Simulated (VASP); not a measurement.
# SnS (Pnma) in VASP: single point with PBE

Aim: the single point of SnS with PBE.

All numbers are computed with VASP 6.6.1; they aren't measurements. Logs are shortened: lines on timing, memory, paths and dates and some standing lists are left out, and cuts for length are marked.

### Step 1. The cell of the first run

The structure is orthorhombic, space group Pnma (No. 62). Conventional cell: a = 11.200 Å, b = 3.987 Å, c = 4.334 Å, α = 90.00°, β = 90.00°, γ = 90.00°. Within 3.5 Å of Sn (site symmetry m) lie 6 S at 2.63 to 3.39 Å and 2 Sn at 3.49 Å. S (site symmetry m) has 6 Sn at 2.63 to 3.39 Å within 3.5 Å.

### Step 2. Single point, PBE

INCAR reads:

```
SYSTEM = SnS
PREC     = Accurate       ! precision mode
ENCUT    = 500            ! plane-wave cutoff, eV
EDIFF    = 1E-6           ! SCF threshold, eV
ISMEAR   = 0              ! smearing method
SIGMA    = 0.01           ! smearing width, eV
LREAL    = .False.        ! projectors in reciprocal space
LASPH    = .True.         ! aspherical terms in the spheres
NELM     = 120            ! most SCF steps
ALGO     = Normal         ! electronic algorithm
ISIF     = 2              ! what is computed and relaxed
LWAVE    = .False.        ! write WAVECAR
LCHARG   = .False.        ! write CHGCAR
GGA      = PE             ! functional
NBANDS   = 50             ! bands
GGA_COMPAT= .False.
```

KPOINTS reads:

```
regular mesh
0
Gamma
  2 4 4
  0 0 0
```

POSCAR reads:

```
SnS
1.0
   11.2000000000      0.0000000000      0.0000000000
    0.0000000000      3.9870000000      0.0000000000
    0.0000000000      0.0000000000      4.3340000000
Sn S
4 4
Direct
    0.1194000000      0.2500000000      0.1198000000
    0.3806000000      0.7500000000      0.6198000000
    0.6194000000      0.2500000000      0.3802000000
    0.8806000000      0.7500000000      0.8802000000
    0.8508000000      0.2500000000      0.4793000000
    0.6492000000      0.7500000000      0.9793000000
    0.3508000000      0.2500000000      0.0207000000
    0.1492000000      0.7500000000      0.5207000000
```

Potentials or basis: VASP PAW PBE potentials, release 64 (Sn_d, S).

On the command line:

```console
$ cat potpaw_PBE.64/Sn_d/POTCAR potpaw_PBE.64/S/POTCAR > POTCAR
$ mpirun -np 1 vasp_std > vasp.out
```

OUTCAR:

```text
SYSTEM = SnS
   PREC = Accurate
   ENCUT = 500
   EDIFF = 1E-6
   ISMEAR = 0
   LREAL = .False.
   LASPH = .True.
   NELM = 120
   ISIF = 2
   GGA = PE

 ion  position               nearest neighbor table
   1  0.119  0.250  0.120-   7 2.63   8 2.67   8 2.67   4 3.49   4 3.49
   2  0.381  0.750  0.620-   8 2.63   7 2.67   7 2.67   3 3.49   3 3.49
   3  0.619  0.250  0.380-   5 2.63   6 2.67   6 2.67   2 3.49   2 3.49
   4  0.881  0.750  0.880-   6 2.63   5 2.67   5 2.67   1 3.49   1 3.49
   5  0.851  0.250  0.479-   3 2.63   4 2.67   4 2.67
   6  0.649  0.750  0.979-   4 2.63   3 2.67   3 2.67
   7  0.351  0.250  0.021-   1 2.63   2 2.67   2 2.67
   8  0.149  0.750  0.521-   2 2.63   1 2.67   1 2.67

  LATTYP: Found a simple orthorhombic cell.
 ALAT       =     3.9870000000
 B/A-ratio  =     1.0870328568
 C/A-ratio  =     2.8091296714

  Lattice vectors:

 A1 = (   0.0000000000,   3.9870000000,   0.0000000000)
 A2 = (   0.0000000000,   0.0000000000,   4.3340000000)
 A3 = (  11.2000000000,   0.0000000000,   0.0000000000)

Analysis of symmetry for initial positions (statically):
=====================================================================
 Subroutine PRICEL returns:
 Original cell was already a primitive cell.

 Routine SETGRP: Setting up the symmetry group for a
 simple orthorhombic supercell.

 Subroutine GETGRP returns: Found  8 space group operations
 (whereof  2 operations were pure point group operations)
 out of a pool of  8 trial point group operations.

The static configuration has the point symmetry S_2 .
 The point group associated with its full space group is D_2h.

Analysis of symmetry for dynamics (positions and initial velocities):
=====================================================================
 Subroutine PRICEL returns:
 Original cell was already a primitive cell.

 Routine SETGRP: Setting up the symmetry group for a
 simple orthorhombic supercell.

 Subroutine GETGRP returns: Found  8 space group operations
 (whereof  2 operations were pure point group operations)
 out of a pool of  8 trial point group operations.

The dynamic configuration has the point symmetry S_2 .
 The point group associated with its full space group is D_2h.

 Subroutine INISYM returns: Found  8 space group operations
 (whereof  2 operations are pure point group operations),
 and found     1 'primitive' translations

----------------------------------------------------------------------------------------

                                     Primitive cell

  volume of cell :     193.5322

  direct lattice vectors                    reciprocal lattice vectors
    11.200000000  0.000000000  0.000000000     0.089285714  0.000000000  0.000000000
     0.000000000  3.987000000  0.000000000     0.000000000  0.250815149  0.000000000
     0.000000000  0.000000000  4.334000000     0.000000000  0.000000000  0.230733733

  length of vectors
    11.200000000  3.987000000  4.334000000     0.089285714  0.250815149  0.230733733

  position of ions in fractional coordinates (direct lattice)
     0.119400000  0.250000000  0.119800000
     0.380600000  0.750000000  0.619800000
     0.619400000  0.250000000  0.380200000
     0.880600000  0.750000000  0.880200000
     0.850800000  0.250000000  0.479300000
     0.649200000  0.750000000  0.979300000
     0.350800000  0.250000000  0.020700000
     0.149200000  0.750000000  0.520700000

  ion indices of the primitive-cell ions
   primitive index   ion index
                 1           1
                 2           2
                 3           3
                 4           4
                 5           5
                 6           6
                 7           7
                 8           8

----------------------------------------------------------------------------------------

 KPOINTS: regular mesh

Automatic generation of k-mesh.
 Grid dimensions read from file:
 generate k-points for:    2    4    4

 Generating k-lattice:

  Cartesian coordinates                     Fractional coordinates (reciprocal lattice)
     0.044642857  0.000000000  0.000000000     0.500000000  0.000000000  0.000000000
     0.000000000  0.062703787  0.000000000     0.000000000  0.250000000  0.000000000
     0.000000000  0.000000000  0.057683433     0.000000000  0.000000000  0.250000000

  Length of vectors
     0.044642857  0.062703787  0.057683433

  Shift w.r.t. Gamma in fractional coordinates (k-lattice)
     0.000000000  0.000000000  0.000000000

 Subroutine IBZKPT returns following result:
 ===========================================

 Found     18 irreducible k-points:

 Following reciprocal coordinates:
            Coordinates               Weight
  0.000000  0.000000  0.000000      1.000000
  0.500000  0.000000  0.000000      1.000000
  0.000000  0.250000  0.000000      2.000000
  0.500000  0.250000  0.000000      2.000000
  0.000000  0.500000  0.000000      1.000000
  0.500000  0.500000  0.000000      1.000000
[... 10 lines left out ...]
  0.000000  0.500000  0.500000      1.000000
  0.500000  0.500000  0.500000      1.000000
   k-points           NKPTS =     18   k-points in BZ     NKDIM =     18   number of bands    NBANDS=     50
   number of dos      NEDOS =    301   number of ions     NIONS =      8
   total plane-waves  NPLWV =  80640
   dimension x,y,z NGX =    84 NGY =   30 NGZ =   32
   dimension x,y,z NGXF=   168 NGYF=   60 NGZF=   64
   ions per type =               4   4
   NGX,Y,Z   is equivalent  to a cutoff of  12.47, 12.51, 12.27 a.u.
   NGXF,Y,Z  is equivalent  to a cutoff of  24.94, 25.02, 24.55 a.u.
 SYSTEM =  SnS
   PREC   = accura    normal or accurate (medium, high low for compatibility)
   ISTART =      0    job   : 0-new  1-cont  2-samecut
   ICHARG =      2    charge: 1-file 2-atom 10-const
   ISPIN  =      1    spin polarized calculation?
   LNONCOLLINEAR =      F non collinear calculations
   LSORBIT =      F    spin-orbit coupling
   LASPH  =      T    aspherical Exc in radial PAW
   ENCUT  =  500.0 eV  36.75 Ry    6.06 a.u.  20.42  7.27  7.90*2*pi/ulx,y,z
   NELM   =    120;   NELMIN=  2; NELMDL= -5     # of ELM steps
   EDIFF  = 0.1E-05   stopping-criterion for ELM
   LREAL  =      F    real-space projection
   EDIFFG = 0.1E-04   stopping-criterion for IOM
   NSW    =      0    number of steps for IOM
   IBRION =     -1    ionic relax: 0-MD 1-quasi-New 2-CG
   NFREE  =      0    steps in history (QN), initial steepest desc. (CG)
   ISIF   =      2    stress and relaxation
   ISYM   =      2    0-nonsym 1-usesym 2-fastsym
   POTIM  = 0.5000    time-step for ionic-motion
   TEBEG  =    0.0;   TEEND  =   0.0 temperature during run
   PSTRESS=    0.0 pullay stress
   NELECT =      80.0000    total number of electrons
   NUPDOWN=      -1.0000    fix difference up-down
   EMIN   =  10.00;   EMAX   =-10.00  energy-range for DOS
   EFERMI =   0.00;   METHOD = LEGACY
   ISMEAR =     0;   SIGMA  =   0.01  broadening in eV -4-tet -1-fermi 0-gaus
   EFERMI_NEDOS =   21; number of points for ismear=-14 and -15
   IALGO  =     38    algorithm
   IMIX   =      4    mixing-type and parameters
     AMIX     =   0.40;   BMIX     =  1.00
     AMIX_MAG =   1.60;   BMIX_MAG =  1.00
  volume/ion in A,a.u.               =      24.19       163.25
  Fermi-wavevector in a.u.,A,eV,Ry     =   1.219515  2.304549 20.234810  1.487217
  Thomas-Fermi vector in A             =   2.354764
   LORBIT       =      0    0 simple, 1 ext, 2 COOP (PROOUT), +10 PAW based schemes
   GGA     = PE    functional components
   LHFCALC =     F    Hartree Fock is set to
   AEXX    =    0.0000 exact exchange contribution
   IVDW    =     0    specifies the selected vdW correction
   LEPSILON=     F    determine dielectric tensor
   LRPA    =     F    only Hartree local field effects (RPA)
 non-spin polarized calculation
 Gauss-broadening in eV      SIGMA  =   0.01
  energy-cutoff  :      500.00
  volume of cell :      193.53
 maximum number of plane-waves:      4936
 NGX is ok and might be reduce to    84
   NGX = 41   NGY = 15   NGZ = 15

 number of electron      80.0000033 magnetization

 Free energy of the ion-electron system (eV)
  ---------------------------------------------------
  ext. energy  EPLUGINS =         0.00000000
  ---------------------------------------------------
  free energy    TOTEN  =       -35.40975975 eV

  energy without entropy =      -35.40975975  energy(sigma->0) =      -35.40975975

 E-fermi :   6.2104     XC(G=0):  -9.8476

 val. band max:        6.1661426828   @ k =   0.5000   0.0000   0.5000
 cond. band min:       7.1478185055   @ k =   0.0000   0.0000   0.0000
 fundamental gap:      0.9816758227
 Fermi energy:         6.2104438537

 k-point     1 :       0.0000    0.0000    0.0000
  band No.  band energies     occupation
      1     -15.0799      2.00000
      2     -15.0626      2.00000
      3     -15.0579      2.00000
      4     -15.0508      2.00000
      5     -15.0466      2.00000
      6     -15.0414      2.00000
[... 42 lines left out ...]
     49      11.2552      0.00000
     50      11.4992      0.00000

 k-point     2 :       0.5000    0.0000    0.0000
  band No.  band energies     occupation
      1     -15.0728      2.00000
      2     -15.0728      2.00000
      3     -15.0537      2.00000
      4     -15.0537      2.00000
      5     -15.0452      2.00000
      6     -15.0452      2.00000
[... 42 lines left out ...]
     49      11.2574      0.00000
     50      11.2574      0.00000

 k-point     3 :       0.0000    0.2500    0.0000
  band No.  band energies     occupation
      1     -15.0636      2.00000
      2     -15.0591      2.00000
      3     -15.0540      2.00000
      4     -15.0520      2.00000
      5     -15.0447      2.00000
      6     -15.0428      2.00000
[... 784 lines left out ...]
     49      12.0281      0.00000
     50      12.0283      0.00000

 k-point    18 :       0.5000    0.5000    0.5000
  band No.  band energies     occupation
      1     -15.0758      2.00000
      2     -15.0758      2.00000
      3     -15.0758      2.00000
      4     -15.0758      2.00000
      5     -15.0373      2.00000
      6     -15.0373      2.00000
[... 42 lines left out ...]
     49      12.7206      0.00000
     50      12.7206      0.00000

------------------------ aborting loop because EDIFF is reached ----------------------------------------

  FORCE on cell =-STRESS in cart. coord.  units (eV):
  Direction    XX          YY          ZZ          XY          YZ          ZX
  --------------------------------------------------------------------------------------
  -------------------------------------------------------------------------------------
  Total        3.2405211      2.7992908      2.1921775      0.0000000     -0.0000000      0.0000000
  in kB       26.8270099     23.1742366     18.1481824      0.0000000     -0.0000000      0.0000000
  external PRESSURE =      22.7164763 kB  Pullay stress =       0.0000000 kB

 VOLUME and BASIS-vectors are now :
 -----------------------------------------------------------------------------
  energy-cutoff  :      500.00
  volume of cell :      193.53
      direct lattice vectors                 reciprocal lattice vectors
    11.200000000  0.000000000  0.000000000     0.089285714  0.000000000  0.000000000
     0.000000000  3.987000000  0.000000000     0.000000000  0.250815149  0.000000000
     0.000000000  0.000000000  4.334000000     0.000000000  0.000000000  0.230733733

 POSITION                                       TOTAL-FORCE (eV/Angst)
 -----------------------------------------------------------------------------------
      1.33728      0.99675      0.51921        -0.077035      0.000000     -0.064493
      4.26272      2.99025      2.68621         0.077035      0.000000     -0.064493
      6.93728      0.99675      1.64779        -0.077035     -0.000000      0.064493
      9.86272      2.99025      3.81479         0.077035      0.000000      0.064493
      9.52896      0.99675      2.07729         0.111651     -0.000000     -0.062948
      7.27104      2.99025      4.24429        -0.111651     -0.000000     -0.062948
      3.92896      0.99675      0.08971         0.111651     -0.000000      0.062948
      1.67104      2.99025      2.25671        -0.111651     -0.000000      0.062948
 -----------------------------------------------------------------------------------
    total drift:                                0.000000     -0.000000      0.000000

  FREE ENERGIE OF THE ION-ELECTRON SYSTEM (eV)
  ---------------------------------------------------
  free  energy   TOTEN  =       -35.4097597530 eV

  energy  without entropy=      -35.4097597530  energy(sigma->0) =      -35.40975975
```

Run time: 2.5 min. Hardware: 1 thread of Oxide Virtual Turin-like, shared host; peak memory 0.29 GiB.

Results:

```yaml
Free_energy: -35.4098 eV
Pressure: 2.3 GPa
Largest_force: 0.128 eV/Å
Band_gap_on_the_k_mesh: 0.98 eV (least direct gap 1.41 eV)
```

Forces on the atoms (eV/Å):
```
Sn  -0.077  0.000 -0.064
Sn   0.077  0.000 -0.064
Sn  -0.077  0.000  0.064
Sn   0.077  0.000  0.064
S    0.112  0.000 -0.063
S   -0.112  0.000 -0.063
S    0.112  0.000  0.063
S   -0.112  0.000  0.063
```

Caveat: spin-orbit coupling is left out, which moves the levels of the heavy elements. A k mesh can miss the band edges.
